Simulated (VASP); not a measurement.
Set up this calculation in VASP 6.6.1, as the native input.

```yaml
Task: single point
Functional: PBE
Potentials_or_basis: VASP PAW PBE potentials, release 64 (Ge_d)
Cutoff: 520 eV
k_mesh: 4 × 4 × 6
Occupations: gaussian, width 0.1 eV
Spin: no spin polarisation
Dipole_correction: no
Further_INCAR_settings: ALGO = Normal; EDIFF = 1e-07; NBANDS = 51
```

The structure of Ge lies in POSCAR:

```
Ge
1.0
    2.6386025231     -6.4550116111      0.0000000000
    2.6386025231      6.4550116111      0.0000000000
    0.0000000000      0.0000000000      3.8122048612
Ge
6
Direct
    0.1484467144      0.3514467686      0.5000000000
    0.8515532856      0.6485532314      0.5000000000
    0.3514467686      0.1484467144      0.5000000000
    0.6485532314      0.8515532856      0.5000000000
    0.0000000000      0.5000000000      0.0000000000
    0.5000000000      0.0000000000      0.0000000000
```

The cell was generated, and may not be a known phase.

One way to write it, as run:

INCAR

```
PREC = Accurate
ENCUT = 520
EDIFF = 1E-7
ISMEAR = 0
SIGMA = 0.1
LREAL = F
LASPH = T
NELM = 100
ALGO = Normal
ISIF = 2
LWAVE = F
LCHARG = F
GGA = PE
NBANDS = 51
```

KPOINTS

```
regular mesh
0
Gamma
  4 4 6
```

Potentials or basis: VASP PAW PBE potentials, release 64 (Ge_d).

Command:

```console
$ cat potpaw_PBE.64/Ge_d/POTCAR > POTCAR
$ mpirun -np 1 vasp_std > vasp.out
```

Results of the run:

- Pressure: 0.0 GPa
- Largest force: 0.006 eV/Å
- Band gap on the k mesh: zero (bands 42 and 43 overlap by 2.56 eV)

Run time: 2.6 min on 1 thread of Intel(R) Xeon(R) Platinum 8488C (Sapphire Rapids) (shared host), peak memory 0.31 GiB.
